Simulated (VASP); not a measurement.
# Be2SbCl (Cmmm) in VASP: further runs, part 2 of 2

VASP 6.6.1. Earlier steps stand in the parts before.

**3. Single point, PBE**

This run uses another cell than the first one, of 20.32 Å³/atom.

INCAR reads:

```
PREC = Accurate ; ENCUT = 520
EDIFF = 1E-7 ; ISMEAR = 0
SIGMA = 0.1 ; LREAL = False
LASPH = True ; NELM = 80
ALGO = Normal ; ISIF = 2
LWAVE = False ; LCHARG = True
GGA = PE ; LELF = True
LVHAR = True ; NBANDS = 16
```

KPOINTS reads:

```
regular mesh
0
Gamma
  14 14 8
```

POSCAR reads:

```
Be2SbCl
1.0
    2.3678732139     -2.5722856282      0.0000000000
    2.3678732139      2.5722856282      0.0000000000
    0.0000000000      0.0000000000      6.6721155403
Be Sb Cl
2 1 1
Direct
    0.5000000000      0.5000000000      0.6506323722
    0.5000000000      0.5000000000      0.3493676278
    0.5000000000      0.5000000000      0.0000000000
    0.0000000000      0.0000000000      0.5000000000
```

Potentials or basis: VASP PAW PBE potentials, release 64 (Be, Sb, Cl).

Started as:

```
cat potpaw_PBE.64/Be/POTCAR potpaw_PBE.64/Sb/POTCAR potpaw_PBE.64/Cl/POTCAR > POTCAR
mpirun -np 1 vasp_std > vasp.out
```

OUTCAR:

```text
PREC = Accurate
   ENCUT = 520
   EDIFF = 1E-7
   ISMEAR = 0
   LREAL = False
   LASPH = True
   NELM = 80
   ISIF = 2
   GGA = PE

 ion  position               nearest neighbor table
   1  0.500  0.500  0.651-   2 2.01   3 2.33
   2  0.500  0.500  0.349-   1 2.01   3 2.33
   3  0.500  0.500  0.000-   1 2.33   2 2.33
   4  0.000  0.000  0.500-

  LATTYP: Found a base centered orthorhombic cell.
 ALAT       =     4.7357464278
 B/A-ratio  =     1.0863274322
 C/A-ratio  =     1.4088836136

  Lattice vectors:

 A1 = (   2.3678732139,  -2.5722856282,   0.0000000000)
 A2 = (   2.3678732139,   2.5722856282,   0.0000000000)
 A3 = (   0.0000000000,   0.0000000000,   6.6721155403)

Analysis of symmetry for initial positions (statically):
=====================================================================
 Subroutine PRICEL returns:
 Original cell was already a primitive cell.

 Routine SETGRP: Setting up the symmetry group for a
 base centered orthorhombic supercell.

 Subroutine GETGRP returns: Found  8 space group operations
 (whereof  8 operations were pure point group operations)
 out of a pool of  8 trial point group operations.

The static configuration has the point symmetry D_2h.

Analysis of symmetry for dynamics (positions and initial velocities):
=====================================================================
 Subroutine PRICEL returns:
 Original cell was already a primitive cell.

 Routine SETGRP: Setting up the symmetry group for a
 base centered orthorhombic supercell.

 Subroutine GETGRP returns: Found  8 space group operations
 (whereof  8 operations were pure point group operations)
 out of a pool of  8 trial point group operations.

The dynamic configuration has the point symmetry D_2h.

 Subroutine INISYM returns: Found  8 space group operations
 (whereof  8 operations are pure point group operations),
 and found     1 'primitive' translations

----------------------------------------------------------------------------------------

                                     Primitive cell

  volume of cell :      81.2777

  direct lattice vectors                    reciprocal lattice vectors
     2.367873214 -2.572285628  0.000000000     0.211159954 -0.194379658  0.000000000
     2.367873214  2.572285628  0.000000000     0.211159954  0.194379658  0.000000000
     0.000000000  0.000000000  6.672115540     0.000000000  0.000000000  0.149877500

  length of vectors
     3.496208934  3.496208934  6.672115540     0.287005188  0.287005188  0.149877500

  position of ions in fractional coordinates (direct lattice)
     0.500000000  0.500000000  0.650632372
     0.500000000  0.500000000  0.349367628
     0.500000000  0.500000000  0.000000000
     0.000000000  0.000000000  0.500000000

  ion indices of the primitive-cell ions
   primitive index   ion index
                 1           1
                 2           2
                 3           3
                 4           4

----------------------------------------------------------------------------------------

 KPOINTS: regular mesh

Automatic generation of k-mesh.
 Grid dimensions read from file:
 generate k-points for:   14   14    8

 Generating k-lattice:

  Cartesian coordinates                     Fractional coordinates (reciprocal lattice)
     0.015082854 -0.013884261  0.000000000     0.071428571  0.000000000  0.000000000
     0.015082854  0.013884261  0.000000000     0.000000000  0.071428571  0.000000000
     0.000000000  0.000000000  0.018734688     0.000000000  0.000000000  0.125000000

  Length of vectors
     0.020500371  0.020500371  0.018734688

  Shift w.r.t. Gamma in fractional coordinates (k-lattice)
     0.000000000  0.000000000  0.000000000

 Subroutine IBZKPT returns following result:
 ===========================================

 Found    285 irreducible k-points:

 Following reciprocal coordinates:
            Coordinates               Weight
  0.000000  0.000000  0.000000      1.000000
  0.071429 -0.000000  0.000000      4.000000
  0.142857 -0.000000  0.000000      4.000000
  0.214286 -0.000000  0.000000      4.000000
  0.285714  0.000000  0.000000      4.000000
  0.357143 -0.000000  0.000000      4.000000
[... 16 lines left out ...]
  0.214286  0.142857  0.000000      4.000000
  0.285714  0.142857  0.000000      4.000000
 [... further k-points ...]
   k-points           NKPTS =    285   k-points in BZ     NKDIM =    285   number of bands    NBANDS=     16
   number of dos      NEDOS =    301   number of ions     NIONS =      4
   total plane-waves  NPLWV =  39200
   dimension x,y,z NGX =    28 NGY =   28 NGZ =   50
   dimension x,y,z NGXF=    56 NGYF=   56 NGZF=  100
   ions per type =               2   1   1
   NGX,Y,Z   is equivalent  to a cutoff of  13.31, 13.31, 12.46 a.u.
   NGXF,Y,Z  is equivalent  to a cutoff of  26.63, 26.63, 24.92 a.u.
 SYSTEM =  unknown system
   PREC   = accura    normal or accurate (medium, high low for compatibility)
   ISTART =      0    job   : 0-new  1-cont  2-samecut
   ICHARG =      2    charge: 1-file 2-atom 10-const
   ISPIN  =      1    spin polarized calculation?
   LNONCOLLINEAR =      F non collinear calculations
   LSORBIT =      F    spin-orbit coupling
   LASPH  =      T    aspherical Exc in radial PAW
   ENCUT  =  520.0 eV  38.22 Ry    6.18 a.u.   6.50  6.50 12.41*2*pi/ulx,y,z
   NELM   =     80;   NELMIN=  2; NELMDL= -5     # of ELM steps
   EDIFF  = 0.1E-06   stopping-criterion for ELM
   LREAL  =      F    real-space projection
   EDIFFG = 0.1E-05   stopping-criterion for IOM
   NSW    =      0    number of steps for IOM
   IBRION =     -1    ionic relax: 0-MD 1-quasi-New 2-CG
   NFREE  =      0    steps in history (QN), initial steepest desc. (CG)
   ISIF   =      2    stress and relaxation
   ISYM   =      2    0-nonsym 1-usesym 2-fastsym
   POTIM  = 0.5000    time-step for ionic-motion
   TEBEG  =    0.0;   TEEND  =   0.0 temperature during run
   PSTRESS=    0.0 pullay stress
   NELECT =      16.0000    total number of electrons
   NUPDOWN=      -1.0000    fix difference up-down
   EMIN   =  10.00;   EMAX   =-10.00  energy-range for DOS
   EFERMI =   0.00;   METHOD = LEGACY
   ISMEAR =     0;   SIGMA  =   0.10  broadening in eV -4-tet -1-fermi 0-gaus
   EFERMI_NEDOS =   21; number of points for ismear=-14 and -15
   IALGO  =     38    algorithm
   IMIX   =      4    mixing-type and parameters
     AMIX     =   0.40;   BMIX     =  1.00
     AMIX_MAG =   1.60;   BMIX_MAG =  1.00
  volume/ion in A,a.u.               =      20.32       137.12
  Fermi-wavevector in a.u.,A,eV,Ry     =   0.952338  1.799658 12.339771  0.906948
  Thomas-Fermi vector in A             =   2.080892
   LORBIT       =      0    0 simple, 1 ext, 2 COOP (PROOUT), +10 PAW based schemes
   GGA     = PE    functional components
   LHFCALC =     F    Hartree Fock is set to
   AEXX    =    0.0000 exact exchange contribution
   IVDW    =     0    specifies the selected vdW correction
   LEPSILON=     F    determine dielectric tensor
   LRPA    =     F    only Hartree local field effects (RPA)
 non-spin polarized calculation
 Gauss-broadening in eV      SIGMA  =   0.10
  energy-cutoff  :      520.00
  volume of cell :       81.28
 maximum number of plane-waves:      2218
 NGX is ok and might be reduce to    28
   NGX = 13   NGY = 13   NGZ = 25

 number of electron      15.9999999 magnetization

 Free energy of the ion-electron system (eV)
  ---------------------------------------------------
  ext. energy  EPLUGINS =         0.00000000
  ---------------------------------------------------
  free energy    TOTEN  =       -11.53656044 eV

  energy without entropy =      -11.52876843  energy(sigma->0) =      -11.53266443

 E-fermi :   5.0821     XC(G=0):  -9.0254

 val. band max:        5.0743732210   @ k =  -0.3571   0.2143   0.2500
 cond. band min:       5.0841715749   @ k =  -0.3571   0.0714   0.2500
 fundamental gap:      0.0097983539
 Fermi energy:         5.0820789397

 k-point     1 :       0.0000    0.0000    0.0000
  band No.  band energies     occupation
      1     -12.4042      2.00000
      2      -5.6192      2.00000
      3      -1.8426      2.00000
      4      -0.2275      2.00000
      5       0.4794      2.00000
      6       1.8740      2.00000
[... 433 lines left out ...]
      3      -1.9928      2.00000
      4      -1.0005      2.00000
      5      -0.2273      2.00000
      6       1.4524      2.00000
[... 8 lines left out ...]
     15      10.7070      0.00000
     16      13.0989      0.00000

 [... further k-points ...]

------------------------ aborting loop because EDIFF is reached ----------------------------------------

  FORCE on cell =-STRESS in cart. coord.  units (eV):
  Direction    XX          YY          ZZ          XY          YZ          ZX
  --------------------------------------------------------------------------------------
  -------------------------------------------------------------------------------------
  Total        0.0296666      0.0176722      0.1404375      0.0000000      0.0000000      0.0000000
  in kB        0.5847998      0.3483621      2.7683593      0.0000000      0.0000000      0.0000000
  external PRESSURE =       1.2338404 kB  Pullay stress =       0.0000000 kB

 VOLUME and BASIS-vectors are now :
 -----------------------------------------------------------------------------
  energy-cutoff  :      520.00
  volume of cell :       81.28
      direct lattice vectors                 reciprocal lattice vectors
     2.367873214 -2.572285628  0.000000000     0.211159954 -0.194379658  0.000000000
     2.367873214  2.572285628  0.000000000     0.211159954  0.194379658  0.000000000
     0.000000000  0.000000000  6.672115540     0.000000000  0.000000000  0.149877500

 POSITION                                       TOTAL-FORCE (eV/Angst)
 -----------------------------------------------------------------------------------
      2.36787      0.00000      4.34109         0.000000     -0.000000     -0.029735
      2.36787      0.00000      2.33102        -0.000000     -0.000000      0.029735
      2.36787      0.00000      0.00000         0.000000      0.000000      0.000000
      0.00000      0.00000      3.33606         0.000000     -0.000000      0.000000
 -----------------------------------------------------------------------------------
    total drift:                                0.000000      0.000000      0.000000

  FREE ENERGIE OF THE ION-ELECTRON SYSTEM (eV)
  ---------------------------------------------------
  free  energy   TOTEN  =       -11.5365604389 eV

  energy  without entropy=      -11.5287684290  energy(sigma->0) =      -11.53266443
```

OSZICAR:

```text
N       E                     dE             d eps       ncg     rms          rms(c)
DAV:   1     0.653287542986E+02    0.65329E+02   -0.58885E+03  9120   0.818E+02
DAV:   2    -0.573896205776E+01   -0.71068E+02   -0.64468E+02 12808   0.143E+02
DAV:   3    -0.117463881633E+02   -0.60074E+01   -0.59287E+01 12056   0.471E+01
DAV:   4    -0.118197351133E+02   -0.73347E-01   -0.73320E-01 11200   0.605E+00
DAV:   5    -0.118210730404E+02   -0.13379E-02   -0.13379E-02 12400   0.843E-01    0.104E+01
DAV:   6    -0.115896595133E+02    0.23141E+00   -0.15971E-01 11752   0.210E+00    0.612E+00
DAV:   7    -0.115360091959E+02    0.53650E-01   -0.12377E-01 11712   0.185E+00    0.166E+00
DAV:   8    -0.115373318188E+02   -0.13226E-02   -0.14718E-02 11568   0.666E-01    0.266E-01
DAV:   9    -0.115366487083E+02    0.68311E-03   -0.17502E-03 10800   0.235E-01    0.105E-01
DAV:  10    -0.115365436228E+02    0.10509E-03   -0.29225E-04 11928   0.870E-02    0.342E-02
DAV:  11    -0.115365596998E+02   -0.16077E-04   -0.39814E-05 10936   0.363E-02    0.140E-02
DAV:  12    -0.115365602605E+02   -0.56072E-06   -0.40198E-06 11984   0.112E-02    0.112E-02
DAV:  13    -0.115365607968E+02   -0.53627E-06   -0.17973E-06 11376   0.824E-03    0.558E-03
DAV:  14    -0.115365603839E+02    0.41293E-06   -0.42396E-07 11728   0.378E-03    0.112E-03
DAV:  15    -0.115365604389E+02   -0.55036E-07   -0.39390E-08  6576   0.110E-03
   1 F= -.11536560E+02 E0= -.11532664E+02  d E =-.779201E-02
```

stdout:

```text
POSCAR found type information on POSCAR BeSbCl
 POSCAR found :  3 types and       4 ions
 scaLAPACK will be used
 LDA part: xc-table for (Slater+PW92), standard interpolation
 POSCAR, INCAR and KPOINTS ok, starting setup
 FFT: planning ... GRIDC
 FFT: planning ... GRID_SOFT
 FFT: planning ... GRID
 WAVECAR not read
 entering main loop
```

Run time: 2.4 min. Hardware: 1 thread of Intel Xeon 6975P-C (Granite Rapids), shared host; peak memory 0.49 GiB.

Results:

```yaml
Free_energy: -11.5366 eV
Pressure: 0.1 GPa
Largest_force: 0.030 eV/Å
Band_gap_on_the_k_mesh: zero (bands 8 and 9 overlap by 3.98 eV)
```

Forces in eV/Å, atoms in the order of the input:
```
Be   0.000  0.000 -0.030
Be   0.000  0.000  0.030
Sb   0.000  0.000  0.000
Cl   0.000  0.000  0.000
```

Stress tensor (GPa, compression positive):
```
0.06 0.00 0.00
0.00 0.03 0.00
0.00 0.00 0.28
```

Caveat: spin-orbit coupling is left out, which moves the levels of the heavy elements.
